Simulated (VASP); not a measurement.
**F: single point with PBE**

F:

```
F
1.0
    -1.36992    1.36992    1.36992
     1.36992   -1.36992    1.36992
     1.36992    1.36992   -1.36992
F
1
Direct
  0.00000 0.00000 0.00000
```

```
Program             : VASP 6.6.1
Task                : single point
Functional          : PBE
Potentials or basis : VASP PAW PBE potentials, release 64 (F)
Cutoff              : 520 eV
k mesh              : 28 × 28 × 28
Occupations         : fermi-dirac, width 0.0612256 eV
Spin                : no spin polarisation
```

* Pressure: -1.6 GPa

Levels at points of the mesh, in eV from the Fermi level:
| k point | band 1 | band 2 | band 3 | band 4 | band 5 | band 6 | band 7 | band 8 | band 9 |
| --- | --- | --- | --- | --- | --- | --- | --- | --- | --- |
| (0.00, 0.00, 0.00) | -21.65 | 0.43 | 0.43 | 0.43 | 13.56 | 36.14 | 36.14 | 36.14 | 39.18 |
| (0.50, 0.00, 0.00) | -20.04 | -3.78 | -0.56 | 0.30 | 19.76 | 22.30 | 28.48 | 35.96 | 40.92 |
| (0.50, 0.50, 0.50) | -19.16 | -1.93 | -1.93 | -1.93 | 20.33 | 20.33 | 31.55 | 31.55 | 31.55 |

It took 23 s on 1 thread of Intel(R) Xeon(R) 6975P-C (Granite Rapids), on a shared host, peak memory 0.15 GiB.

Caveat: an odd number of electrons without spin polarisation forces a metal; a magnetic or distorted state may lie lower.
